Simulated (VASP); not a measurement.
A run of VASP 6.6.1:

Contents of INCAR:

```
SYSTEM = Zn3Ag
ALGO = Normal ; EDIFF = 1E-7
EDIFFG = -0.01 ; ENCUT = 630
GGA = CA ; GGA_COMPAT = .False.
IBRION = 2 ; ISIF = 3
ISMEAR = 0 ; LASPH = .True.
LCHARG = .False. ; LREAL = .False.
LWAVE = .False. ; NELM = 120
NELMIN = 4 ; NSW = 60
PREC = Accurate ; SIGMA = 0.1
```

The input KPOINTS:

```
k-points
0
Gamma
  6 6 6
  0 0 0
```

File POSCAR:

```
Zn3Ag
1.0
    3.9775000000      0.0000000000      0.0000000000
    0.0000000000      3.9775000000      0.0000000000
    0.0000000000      0.0000000000      3.9775000000
Zn Ag
3 1
Direct
    0.0000000000      0.0000000000      0.0000000000
    0.0000000000      0.5000000000      0.5000000000
    0.5000000000      0.0000000000      0.5000000000
    0.5000000000      0.5000000000      0.0000000000
```

Potentials or basis: VASP PAW LDA potentials, release 64 (Zn, Ag_sv_GW).

Command:

```console
$ cat potpaw_LDA.64/Zn/POTCAR potpaw_LDA.64/Ag_sv_GW/POTCAR > POTCAR
$ mpirun -np 1 vasp_std > vasp.out
```

Hardware: 1 thread of Intel(R) Xeon(R) Platinum 8259CL CPU @ 2.50GHz (Skylake/Cascade Lake) (shared host).

Question: Estimate the wall time of this run.

Answer: It took 3 min on 1 thread of Intel(R) Xeon(R) Platinum 8259CL CPU @ 2.50GHz (Skylake/Cascade Lake), on a shared host, peak memory 0.21 GiB. Counts: scf iterations 51, k points 20, ion steps 5.
